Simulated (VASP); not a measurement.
# B2P3 (R-3m) in VASP: further runs

B2P3 is run at these levels: PBE; tasks: single point, relaxation of cell and atoms.

Everything below comes from runs of VASP 6.6.1. Logs are shortened: lines on timing, memory, paths and dates and some standing lists are left out, and cuts for length are marked.

## Step 1: The cell of the first run

Symmetry: R-3m, No. 166, trigonal system. The conventional cell has a = 4.802 Å, b = 4.802 Å, c = 9.677 Å, α = 90.00°, β = 90.00°, γ = 120.00°. Within 3.2 Å of B (site symmetry -3m) lie 6 P at 2.40 Å. B (site symmetry -3m) has 6 P at 2.13 Å within 2.8 Å. Within 2.8 Å of P (site symmetry 2/m) lie 4 B at 2.13 to 2.40 Å and 4 P at 2.40 Å.

## Step 2: Single point, PBE

The input, INCAR:

```
SYSTEM = B2P3
PREC = Accurate
ENCUT = 520
EDIFF = 1E-6
ISMEAR = 0
SIGMA = 0.1
LREAL = .FALSE.
LASPH = .TRUE.
NELM = 60
ALGO = Normal
ISIF = 2
LWAVE = .FALSE.
LCHARG = .FALSE.
GGA = PE
NBANDS = 18
```

The input, KPOINTS:

```
regular mesh
0
G
  6 6 6
  0 0 0
```

The input, POSCAR:

```
B2P3
1.0
    2.4007690840      1.3860846789      3.2256336766
   -2.4007690840      1.3860846789      3.2256336766
    0.0000000000     -2.7721693518      3.2256336792
B P
2 3
Direct
    0.5000000000      0.5000000000      0.5000000000
    0.0000000000      0.0000000000      0.0000000000
    0.0000000000      0.0000000000      0.5000000000
    0.5000000000      0.0000000000      0.0000000000
    0.0000000000      0.5000000000      0.0000000000
```

Potentials or basis: VASP PAW PBE potentials, release 64 (B, P).

The run is started by

```sh
$ cat potpaw_PBE.64/B/POTCAR potpaw_PBE.64/P/POTCAR > POTCAR
$ mpirun -np 1 vasp_std > vasp.out
```

OUTCAR:

```text
SYSTEM = B2P3
   PREC = Accurate
   ENCUT = 520
   EDIFF = 1E-6
   ISMEAR = 0
   LREAL = .FALSE.
   LASPH = .TRUE.
   NELM = 60
   ISIF = 2
   GGA = PE

 ion  position               nearest neighbor table
   1  0.500  0.500  0.500-   4 2.40   5 2.40   4 2.40   5 2.40   3 2.40   3 2.40
   2  0.000  0.000  0.000-   4 2.13   5 2.13   5 2.13   4 2.13   3 2.13   3 2.13
   3  0.000  0.000  0.500-   2 2.13   2 2.13   4 2.40   5 2.40   5 2.40   4 2.40   1 2.40   1 2.40

   4  0.500  0.000  0.000-   2 2.13   2 2.13   3 2.40   1 2.40   1 2.40   3 2.40   5 2.40   5 2.40

   5  0.000  0.500  0.000-   2 2.13   2 2.13   3 2.40   1 2.40   3 2.40   1 2.40   4 2.40   4 2.40

  LATTYP: Found a trigonal (rhomboedric) cell.
 ALAT       =     4.2531912192
 COS(alpha) =     0.3627630386

  Lattice vectors:

 A1 = (   2.4007690840,   1.3860846789,   3.2256336766)
 A2 = (  -2.4007690840,   1.3860846789,   3.2256336766)
 A3 = (   0.0000000000,  -2.7721693518,   3.2256336792)

Analysis of symmetry for initial positions (statically):
=====================================================================
 Subroutine PRICEL returns:
 Original cell was already a primitive cell.

 Routine SETGRP: Setting up the symmetry group for a
 trigonal (rhombohedral) supercell.

 Subroutine GETGRP returns: Found 12 space group operations
 (whereof 12 operations were pure point group operations)
 out of a pool of 12 trial point group operations.

The static configuration has the point symmetry D_3d.

Analysis of symmetry for dynamics (positions and initial velocities):
=====================================================================
 Subroutine PRICEL returns:
 Original cell was already a primitive cell.

 Routine SETGRP: Setting up the symmetry group for a
 trigonal (rhombohedral) supercell.

 Subroutine GETGRP returns: Found 12 space group operations
 (whereof 12 operations were pure point group operations)
 out of a pool of 12 trial point group operations.

The dynamic configuration has the point symmetry D_3d.

 Subroutine INISYM returns: Found 12 space group operations
 (whereof 12 operations are pure point group operations),
 and found     1 'primitive' translations

----------------------------------------------------------------------------------------

                                     Primitive cell

  volume of cell :      64.4031

  direct lattice vectors                    reciprocal lattice vectors
     2.400769084  1.386084679  3.225633677     0.208266594  0.120242774  0.103338868
    -2.400769084  1.386084679  3.225633677    -0.208266594  0.120242774  0.103338868
     0.000000000 -2.772169352  3.225633679     0.000000000 -0.240485548  0.103338868

  length of vectors
     4.253191219  4.253191219  4.253191219     0.261748392  0.261748392  0.261748392

  position of ions in fractional coordinates (direct lattice)
     0.500000000  0.500000000  0.500000000
     0.000000000  0.000000000  0.000000000
     1.000000000  1.000000000  0.500000000
     0.500000000  0.000000000  0.000000000
     0.000000000  0.500000000  0.000000000

  ion indices of the primitive-cell ions
   primitive index   ion index
                 1           1
                 2           2
                 3           3
                 4           4
                 5           5

----------------------------------------------------------------------------------------

 KPOINTS: regular mesh

Automatic generation of k-mesh.
 Grid dimensions read from file:
 generate k-points for:    6    6    6

 Generating k-lattice:

  Cartesian coordinates                     Fractional coordinates (reciprocal lattice)
     0.034711099  0.020040462  0.017223145     0.166666667  0.000000000 -0.000000000
    -0.034711099  0.020040462  0.017223145     0.000000000  0.166666667 -0.000000000
     0.000000000 -0.040080925  0.017223145     0.000000000  0.000000000  0.166666667

  Length of vectors
     0.043624732  0.043624732  0.043624732

  Shift w.r.t. Gamma in fractional coordinates (k-lattice)
     0.000000000  0.000000000  0.000000000

 Subroutine IBZKPT returns following result:
 ===========================================

 Found     32 irreducible k-points:

 Following reciprocal coordinates:
            Coordinates               Weight
  0.000000  0.000000  0.000000      1.000000
  0.166667  0.000000  0.000000      6.000000
  0.333333  0.000000  0.000000      6.000000
  0.500000  0.000000  0.000000      3.000000
  0.166667  0.166667  0.000000      6.000000
  0.333333  0.166667  0.000000     12.000000
[... 16 lines left out ...]
  0.500000  0.500000  0.166667      6.000000
 -0.333333  0.500000  0.166667     12.000000
 [... further k-points ...]
   k-points           NKPTS =     32   k-points in BZ     NKDIM =     32   number of bands    NBANDS=     18
   number of dos      NEDOS =    301   number of ions     NIONS =      5
   total plane-waves  NPLWV =  32768
   dimension x,y,z NGX =    32 NGY =   32 NGZ =   32
   dimension x,y,z NGXF=    64 NGYF=   64 NGZF=   64
   ions per type =               2   3
   NGX,Y,Z   is equivalent  to a cutoff of  12.51, 12.51, 12.51 a.u.
   NGXF,Y,Z  is equivalent  to a cutoff of  25.02, 25.02, 25.02 a.u.
 SYSTEM =  B2P3
   PREC   = accura    normal or accurate (medium, high low for compatibility)
   ISTART =      0    job   : 0-new  1-cont  2-samecut
   ICHARG =      2    charge: 1-file 2-atom 10-const
   ISPIN  =      1    spin polarized calculation?
   LNONCOLLINEAR =      F non collinear calculations
   LSORBIT =      F    spin-orbit coupling
   LASPH  =      T    aspherical Exc in radial PAW
   ENCUT  =  520.0 eV  38.22 Ry    6.18 a.u.   7.91  7.91  7.91*2*pi/ulx,y,z
   NELM   =     60;   NELMIN=  2; NELMDL= -5     # of ELM steps
   EDIFF  = 0.1E-05   stopping-criterion for ELM
   LREAL  =      F    real-space projection
   EDIFFG = 0.1E-04   stopping-criterion for IOM
   NSW    =      0    number of steps for IOM
   IBRION =     -1    ionic relax: 0-MD 1-quasi-New 2-CG
   NFREE  =      0    steps in history (QN), initial steepest desc. (CG)
   ISIF   =      2    stress and relaxation
   ISYM   =      2    0-nonsym 1-usesym 2-fastsym
   POTIM  = 0.5000    time-step for ionic-motion
   TEBEG  =    0.0;   TEEND  =   0.0 temperature during run
   PSTRESS=    0.0 pullay stress
   NELECT =      21.0000    total number of electrons
   NUPDOWN=      -1.0000    fix difference up-down
   EMIN   =  10.00;   EMAX   =-10.00  energy-range for DOS
   EFERMI =   0.00;   METHOD = LEGACY
   ISMEAR =     0;   SIGMA  =   0.10  broadening in eV -4-tet -1-fermi 0-gaus
   EFERMI_NEDOS =   21; number of points for ismear=-14 and -15
   IALGO  =     38    algorithm
   IMIX   =      4    mixing-type and parameters
     AMIX     =   0.40;   BMIX     =  1.00
     AMIX_MAG =   1.60;   BMIX_MAG =  1.00
  volume/ion in A,a.u.               =      12.88        86.92
  Fermi-wavevector in a.u.,A,eV,Ry     =   1.126797  2.129338 17.274937  1.269672
  Thomas-Fermi vector in A             =   2.263481
   LORBIT       =      0    0 simple, 1 ext, 2 COOP (PROOUT), +10 PAW based schemes
   GGA     = PE    functional components
   LHFCALC =     F    Hartree Fock is set to
   AEXX    =    0.0000 exact exchange contribution
   IVDW    =     0    specifies the selected vdW correction
   LEPSILON=     F    determine dielectric tensor
   LRPA    =     F    only Hartree local field effects (RPA)
 non-spin polarized calculation
 Gauss-broadening in eV      SIGMA  =   0.10
  energy-cutoff  :      520.00
  volume of cell :       64.40
 maximum number of plane-waves:      1747
   NGX = 15   NGY = 15   NGZ = 15

 number of electron      20.9999999 magnetization

 Free energy of the ion-electron system (eV)
  ---------------------------------------------------
  ext. energy  EPLUGINS =         0.00000000
  ---------------------------------------------------
  free energy    TOTEN  =       -23.72878810 eV

  energy without entropy =      -23.71373720  energy(sigma->0) =      -23.72126265

 E-fermi :   7.8568     XC(G=0): -10.8791

 val. band max:        7.8245076193   @ k =   0.3333   0.0000   0.0000
 cond. band min:       7.8588914825   @ k =  -0.1667   0.1667   0.1667
 fundamental gap:      0.0343838632
 Fermi energy:         7.8567733983

 k-point     1 :       0.0000    0.0000    0.0000
  band No.  band energies     occupation
      1      -8.8743      2.00000
      2      -1.7973      2.00000
      3      -0.1918      2.00000
      4      -0.1918      2.00000
      5       0.7008      2.00000
      6       0.7008      2.00000
[... 10 lines left out ...]
     17      12.3096      0.00000
     18      13.4594      0.00000

 k-point     2 :       0.1667    0.0000    0.0000
  band No.  band energies     occupation
      1      -8.6532      2.00000
      2      -3.0350      2.00000
      3      -0.6880      2.00000
      4      -0.5671      2.00000
      5       1.3848      2.00000
      6       1.5171      2.00000
[... 10 lines left out ...]
     17      12.9108      0.00000
     18      13.2121      0.00000

 k-point     3 :       0.3333    0.0000    0.0000
  band No.  band energies     occupation
      1      -8.0322      2.00000
      2      -4.7989      2.00000
      3      -1.1434      2.00000
      4      -0.9742      2.00000
      5       2.0736      2.00000
      6       2.6466      2.00000
[... 10 lines left out ...]
     17      14.0948      0.00000
     18      14.4519      0.00000

 k-point     4 :       0.5000    0.0000    0.0000
  band No.  band energies     occupation
      1      -7.4524      2.00000
      2      -5.7921      2.00000
      3      -1.2972      2.00000
      4      -1.1157      2.00000
      5       2.1273      2.00000
      6       2.9941      2.00000
[... 375 lines left out ...]
      4      -0.2525      2.00000
      5       1.5042      2.00000
      6       2.8387      2.00000
[... 10 lines left out ...]
     17      13.3719      0.00000
     18      14.2154      0.00000

 k-point    23 :       0.5000    0.5000    0.1667
  band No.  band energies     occupation
      1      -7.1021      2.00000
      2      -5.2643      2.00000
      3      -2.4997      2.00000
      4      -1.3185      2.00000
      5      -0.0201      2.00000
      6       2.7423      2.00000
[... 10 lines left out ...]
     17      13.4943      0.00000
     18      14.1776      0.00000

 k-point    24 :      -0.3333    0.5000    0.1667
  band No.  band energies     occupation
      1      -6.5175      2.00000
      2      -6.0741      2.00000
      3      -3.2269      2.00000
      4      -0.7415      2.00000
      5       0.7161      2.00000
      6       2.7035      2.00000
[... 10 lines left out ...]
     17      12.8107      0.00000
     18      13.8805      0.00000

 [... further k-points ...]
[... 5 lines left out ...]
  --------------------------------------------------------------------------------------
  -------------------------------------------------------------------------------------
  Total       -0.1249742     -0.1249742      0.0035517      0.0000000      0.0000000      0.0000000
  in kB       -3.1090274     -3.1090274      0.0883568      0.0000000      0.0000000      0.0000000
  external PRESSURE =      -2.0432327 kB  Pullay stress =       0.0000000 kB

 VOLUME and BASIS-vectors are now :
 -----------------------------------------------------------------------------
  energy-cutoff  :      520.00
  volume of cell :       64.40
      direct lattice vectors                 reciprocal lattice vectors
     2.400769084  1.386084679  3.225633677     0.208266594  0.120242774  0.103338868
    -2.400769084  1.386084679  3.225633677    -0.208266594  0.120242774  0.103338868
     0.000000000 -2.772169352  3.225633679     0.000000000 -0.240485548  0.103338868

 POSITION                                       TOTAL-FORCE (eV/Angst)
 -----------------------------------------------------------------------------------
      0.00000      0.00000      4.83845        -0.000000      0.000000     -0.000000
      0.00000      0.00000      0.00000        -0.000000     -0.000000      0.000000
      0.00000     -1.38608      1.61282        -0.000000     -0.000000     -0.000000
      1.20038      0.69304      1.61282        -0.000000     -0.000000      0.000000
     -1.20038      0.69304      1.61282         0.000000     -0.000000     -0.000000
 -----------------------------------------------------------------------------------
    total drift:                               -0.000000      0.000000     -0.000000

  FREE ENERGIE OF THE ION-ELECTRON SYSTEM (eV)
  ---------------------------------------------------
  free  energy   TOTEN  =       -23.7287880971 eV

  energy  without entropy=      -23.7137372037  energy(sigma->0) =      -23.72126265
```

It took 24 s on 1 thread of Intel Xeon Platinum 8259CL at 2.50GHz (Skylake/Cascade Lake), shared host; peak memory 0.18 GiB.

What came out:

```
Free energy : -23.7288 eV
Pressure    : -0.2 GPa
```

Stress tensor (GPa, compression positive):
```
-0.31  0.00  0.00
 0.00 -0.31  0.00
 0.00  0.00  0.01
```

## Step 3: Single point, PBE

This run uses another cell than the first one, of 14.56 Å³/atom, 1.131 times its volume.

The input, INCAR:

```
ALGO     = Normal         # electronic algorithm
EDIFF    = 1E-6           # SCF threshold, eV
ENCUT    = 520            # plane-wave cutoff, eV
GGA      = PE             # functional
ISIF     = 2              # what is computed and relaxed
ISMEAR   = 0              # smearing method
LASPH    = T              # aspherical terms in the spheres
LCHARG   = F              # write CHGCAR
LREAL    = F              # projectors in reciprocal space
LWAVE    = F              # write WAVECAR
NBANDS   = 18             # bands
NELM     = 100            # most SCF steps
PREC     = Accurate       # precision mode
SIGMA    = 0.1            # smearing width, eV
```

The input, KPOINTS:

```
k-points
0
Gamma
  6 6 6
```

Edit POSCAR of step 2 so:

```diff
@@ -2,5 +2,5 @@
 1.0
-    2.4007690840      1.3860846789      3.2256336766
-   -2.4007690840      1.3860846789      3.2256336766
-    0.0000000000     -2.7721693518      3.2256336792
+    2.8091851200      1.6218837900      2.6636635800
+   -2.8091851200      1.6218837900      2.6636635800
+    0.0000000000     -3.2437675700      2.6636635800
 B P
```

Potentials or basis: VASP PAW PBE potentials, release 64 (B, P).

The run is started by

```sh
$ cat potpaw_PBE.64/B/POTCAR potpaw_PBE.64/P/POTCAR > POTCAR
$ mpirun -np 1 vasp_std > vasp.out
```

Wall time 26 s (1 thread of Intel Xeon Platinum 8259CL at 2.50GHz (Skylake/Cascade Lake), shared host); peak memory 0.18 GiB.

It converged, with:

| Property | Result |
| --- | --- |
| Free energy | -22.3712 eV |
| Pressure | -9.1 GPa |

Stress tensor (GPa, compression positive):
```
-13.80   0.00   0.00
  0.00 -13.80   0.00
  0.00   0.00   0.17
```

Levels at points of the mesh, in eV from the Fermi level:
```
           k point  band 6  band 7  band 8  band 9  band 10  band 11  band 12  band 13  band 14  band 15
(0.00, 0.00, 0.00)   -6.42   -5.43   -1.11   -1.11    -0.86     0.02     1.30     1.30     2.00     3.18
(0.50, 0.00, 0.00)   -4.53   -4.38   -2.57   -2.04    -1.05    -0.35     1.15     1.40     2.00     2.30
(0.50, 0.50, 0.00)   -5.49   -2.05   -1.79   -1.70    -1.09    -0.37     0.54     1.76     1.94     2.54
(0.50, 0.50, 0.50)   -5.33   -5.33   -5.12    1.81     1.81     2.46     3.10     3.10     3.43     3.74
```

(Continued in part 2 of 2.)
